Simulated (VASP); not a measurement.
Write the native input for VASP 6.6.1 that does the following.

```yaml
Task: relaxation of cell and atoms
Functional: PBE
Potentials_or_basis: VASP PAW PBE potentials, release 64 (La)
Cutoff: 600 eV
k_mesh: 10 × 10 × 5
Occupations: fermi-dirac, width 0.1 eV
Spin: no spin polarisation
Dipole_correction: no
Further_INCAR_settings: ALGO = Normal; EDIFF = 1e-07; IBRION = 2; EDIFFG = -0.01; NSW = 80; ISIF = 3
```

The structure of La lies in POSCAR:

```
La
1.0
    3.7542362609      0.0000000000      0.0000000000
   -1.8771181304      3.2512639737      0.0000000000
    0.0000000000      0.0000000000      6.1306678140
La
2
Direct
    0.3333333333      0.6666666667      0.2500000000
    0.6666666667      0.3333333333      0.7500000000
```

These files were run (other wordings do the same):

INCAR

```
SYSTEM = La
ALGO     = Normal         ! electronic algorithm
EDIFF    = 1E-7           ! SCF threshold, eV
EDIFFG   = -0.01          ! ionic threshold
ENCUT    = 600            ! plane-wave cutoff, eV
GGA      = PE             ! functional
IBRION   = 2              ! ionic algorithm
ISIF     = 3              ! what is computed and relaxed
ISMEAR   = -1             ! smearing method
LASPH    = .True.         ! aspherical terms in the spheres
LCHARG   = .False.        ! write CHGCAR
LREAL    = .False.        ! projectors in reciprocal space
LWAVE    = .False.        ! write WAVECAR
NELM     = 100            ! most SCF steps
NSW      = 80             ! ionic steps
PREC     = Accurate       ! precision mode
SIGMA    = 0.1            ! smearing width, eV
```

KPOINTS

```
k-points
0
Gamma
  10 10 5
  0 0 0
```

Potentials or basis: VASP PAW PBE potentials, release 64 (La).

The run is started by

```bash
$ cat potpaw_PBE.64/La/POTCAR > POTCAR
$ mpirun -np 1 vasp_std > vasp.out
```

Results of the run:

```json
{
 "Relaxed volume": "37.96 Å³/atom",
 "Relaxed cell": "a = 3.786 Å, b = 3.786 Å, c = 6.117 Å, α = 90.00°, β = 90.00°, γ = 120.00°",
 "Space group after relaxing (to 0.1 Å)": "P6_3/mmc (No. 194)",
 "Energy gained by relaxing": "0.8 meV/atom",
 "Ionic steps": "5",
 "Pressure after relaxing": "0.0 GPa",
 "Band gap on the k mesh": "zero (bands 11 and 12 overlap by 1.42 eV)"
}
```

Caveat: spin-orbit coupling is left out, which moves the levels of the heavy elements.

Wall time 4.1 min on 1 thread of Oxide Virtual Turin-like Processor, with other jobs on the host, peak memory 0.21 GiB.
